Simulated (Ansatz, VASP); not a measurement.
# One calculation of SnO, two programs

```
Sn O
1.0
     3.82056   -0.00001    0.00000
     0.00001    3.82056    0.00000
     0.00000    0.00000   30.63492
Sn O
2 2
Direct
  0.75000 0.25000 0.46142
  0.25000 0.75000 0.53858
  0.25000 0.25000 0.50000
  0.75000 0.75000 0.50000
```

Alike in both runs: functional PBE; dispersion D3(BJ); k mesh 6 × 6 × 1; occupations gaussian, width 0.02 eV; no spin polarisation.

Ansatz relaxed the structure, and its values are those at the end. VASP's run is a single point on that final structure, the one shown.

|  | VASP | Ansatz |
| --- | --- | --- |
| version | VASP 6.6.1 | Ansatz 0.2.0 |
| potentials or method | VASP PAW PBE potentials, release 64 (Sn_d, O), cutoff 520 eV | scalar-relativistic, plane waves, PAW |
| valence electrons in the cell | 40 | 40 |

Ansatz gave:

| Item | Value |
| --- | --- |
| gap on the k mesh at the Fermi level (eV) | 3.11 |
| least direct gap on the mesh (eV) | 3.17 |
| rms of the force components (eV/Å) | 0.000 |

**Question.** What did VASP give for the same quantities?

**Answer.** gap on the k mesh at the Fermi level (eV): 3.09; least direct gap on the mesh (eV): 3.14; rms of the force components (eV/Å): 0.035.

Ansatz's warnings: near symmetry operations not taken, structure snapped to symmetry.
